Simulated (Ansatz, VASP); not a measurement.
Given: the input of a run of Ansatz 0.2.0 on CuAu.

Contents of input.yaml:

```yaml
crystal:
  lattice:
    - [1.4526137943, 0.8386669652, 4.2843581437]
    - [-1.4526137943, 0.8386669652, 4.2843581437]
    - [0.0, -1.6773339303, 4.2843581437]
  atoms:
    - { symbol: Au, position: [0.0, 0.0, 0.0] }
    - { symbol: Cu, position: [0.5, 0.5, 0.5] }
kpoints:
  mp_grid: { grid: [11, 11, 11] }
scf:
  occupations: { method: fermi_dirac, width: 0.05 }
hamiltonian:
  xc: lda
  pseudopotentials: { kind: all_electron, lapw: { basis_error: 0.001 } }
output:
  forces: true
  stress: true
  eigenvalues: true
```

Potentials or basis: all-electron LAPW, scalar-relativistic.

Run with:

```sh
$ ansatz run input.yaml --threads 1 --pin off --max-ram 3072MiB --backend cpu --events-out ev --progress --plain --runs-dir out
```

**Question.** Translate it to VASP 6.6.1. Potentials there: VASP PAW LDA potentials, release 64 (Au, Cu).

**Answer.** As run (the cutoff follows the program's own potentials):

File INCAR:

```
  PREC = Accurate
  ENCUT = 520
  EDIFF = 1E-7
  ISMEAR = -1
  SIGMA = 0.05
  LREAL = F
  LASPH = T
  NELM = 60
  ALGO = Normal
  ISIF = 2
  LWAVE = F
  LCHARG = F
  NBANDS = 18
```

The input KPOINTS:

```
regular mesh
0
Gamma
  11 11 11
```

The input POSCAR:

```
CuAu
1.0
    1.4526137943      0.8386669652      4.2843581437
   -1.4526137943      0.8386669652      4.2843581437
    0.0000000000     -1.6773339303      4.2843581437
Au Cu
1 1
Direct
    0.0000000000      0.0000000000      0.0000000000
    0.5000000000      0.5000000000      0.5000000000
```

Potentials or basis: VASP PAW LDA potentials, release 64 (Au, Cu).

Launch:

```bash
$ cat potpaw_LDA.64/Au/POTCAR potpaw_LDA.64/Cu/POTCAR > POTCAR
$ mpirun -np 1 vasp_std > vasp.out
```

Both were run:

|  | VASP | Ansatz | Ansatz less VASP |
| --- | --- | --- | --- |
| gap on the k mesh at the Fermi level (eV) | none | none | - |
| pressure (GPa) | -14.4 | -14.9 | -0.49 |
| traceless stress, the component that is largest in VASP (GPa) | 0.20 | 0.03 | -0.176 |

LDA's correlation is that of Perdew and Zunger in VASP and of Perdew and Wang (1992) in Ansatz. A gap of «none» marks a metal or a gap that the smearing closes. Ansatz ran all-electron here, and VASP with PAW potentials.

Spin-orbit coupling is off throughout.
